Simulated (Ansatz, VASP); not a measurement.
**MgO: VASP beside Ansatz**

```
Mg O
1.0
     2.59187    0.00000    0.00000
     0.00000    2.59187    0.00000
     0.00000    0.00000    2.61639
Mg O
1 1
Direct
  0.00000 0.00000 0.00000
  0.50000 0.50000 0.50000
```

Change from the starting cell: epitaxial_xy strain -1.2%.

Alike in both runs: task single point; functional r2SCAN; k mesh 10 × 10 × 10; no spin polarisation.

|  | VASP | Ansatz |
| --- | --- | --- |
| version | VASP 6.6.1 | Ansatz 0.2.0 |
| potentials or method | VASP PAW PBE potentials, release 64 (Mg, O) | plane waves, PAW |
| plane-wave cutoff (eV) | 520 | 500 |
| occupations | gaussian, width 0.01 eV | fixed |
| valence electrons in the cell | 8 | 16 |

```csv
,VASP,Ansatz,Ansatz less VASP
gap on the k mesh at the Fermi level (eV),3.68,3.72,+0.040
pressure (GPa),3.2,4.5,+1.26
"traceless stress, the component that is largest in VASP (GPa)",-4.61,-4.58,+0.026
```

VASP's potentials were made for PBE, not for r2SCAN. VASP's potentials hold 8 valence electrons a cell and Ansatz's 16, so a difference there can come from the potentials and not from the codes.
